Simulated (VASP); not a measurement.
Set up this calculation in VASP 6.6.1, as the native input.

```yaml
Task: single point
Functional: revPBE
Potentials_or_basis: VASP PAW PBE potentials, release 64 (Yb)
Cutoff: 520 eV
k_mesh: 12 × 12 × 12
Occupations: fermi-dirac, width 0.1 eV
Spin: no spin polarisation
Dipole_correction: no
Further_INCAR_settings: ALGO = Normal; EDIFF = 1e-06; NBANDS = 18
```

The structure of Yb lies in POSCAR:

```
Yb
1.0
   -2.0394903211      2.0394903211      2.0394903211
    2.0394903211     -2.0394903211      2.0394903211
    2.0394903211      2.0394903211     -2.0394903211
Yb
1
Direct
    0.0000000000      0.0000000000      0.0000000000
```

This cell differs from its parent crystal: volume scaled by 0.92.

One way to write it, as run:

INCAR

```
SYSTEM = Yb
ALGO = Normal
EDIFF = 1E-6
ENCUT = 520
GGA = RE
ISIF = 2
ISMEAR = -1
LASPH = .True.
LCHARG = .False.
LREAL = .False.
LWAVE = .False.
NBANDS = 18
NELM = 100
PREC = Accurate
SIGMA = 0.1
```

KPOINTS

```
k-points
0
Gamma
  12 12 12
  0 0 0
```

Potentials or basis: VASP PAW PBE potentials, release 64 (Yb).

The run is started by

```sh
$ cat potpaw_PBE.64/Yb/POTCAR > POTCAR
$ mpirun -np 1 vasp_std > vasp.out
```

Results of the run:

| Quantity | Value |
| --- | --- |
| Pressure | 0.9 GPa |
| Band gap on the k mesh | zero (band 12 reaches 2.25 eV, above the bottom of band 13 at 1.42 eV) |

Caveat: the PAW data sets were made with another functional, which shifts forces and pressure a little; spin-orbit coupling is left out, which moves the levels of the heavy elements.

It used 270 s of CPU time on 1 thread of AMD EPYC 7R13 Processor (Zen 3), with other jobs on the host.
